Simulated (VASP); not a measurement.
## ZrSi2: single point with PBE

ZrSi2:

```
Zr Si
1.0
     1.85300   -7.36750    0.00000
     1.85300    7.36750    0.00000
     0.00000    0.00000    3.67200
Zr Si
2 4
Direct
  0.89475 0.10525 0.75000
  0.10525 0.89475 0.25000
  0.55328 0.44672 0.75000
  0.44672 0.55328 0.25000
  0.25036 0.74964 0.75000
  0.74964 0.25036 0.25000
```

| Property | Result |
| --- | --- |
| Program | VASP 6.6.1 |
| Task | single point |
| Functional | PBE |
| Potentials or basis | VASP PAW PBE potentials, release 64 (Zr_sv, Si) |
| Cutoff | 520 eV |
| k mesh | 9 × 9 × 9 |
| Occupations | fermi-dirac, width 0.05 eV |
| Spin | no spin polarisation |

```json
{"Pressure": "0.7 GPa", "Largest force": "0.011 eV/Å", "Band gap on the k mesh": "zero (band 20 reaches 10.50 eV, above the bottom of band 21 at 9.64 eV)"}
```

Forces in eV/Å, atoms in the order of the input:
```
Zr   0.000  0.002  0.000
Zr   0.000 -0.002  0.000
Si   0.000  0.011  0.000
Si   0.000 -0.011  0.000
Si   0.000  0.000  0.000
Si   0.000  0.000  0.000
```

Stress tensor (GPa, compression positive):
```
0.34 0.00 0.00
0.00 0.81 0.00
0.00 0.00 0.91
```

Levels at points of the mesh, in eV from the Fermi level:
| k point | band 18 | band 19 | band 20 | band 21 | band 22 | band 23 |
| --- | --- | --- | --- | --- | --- | --- |
| (0.00, 0.00, 0.00) | -2.39 | -2.31 | -0.07 | 1.10 | 1.39 | 1.42 |

Run time: 22 min on 1 thread of AMD EPYC 7571 (shared host), peak memory 0.47 GiB.
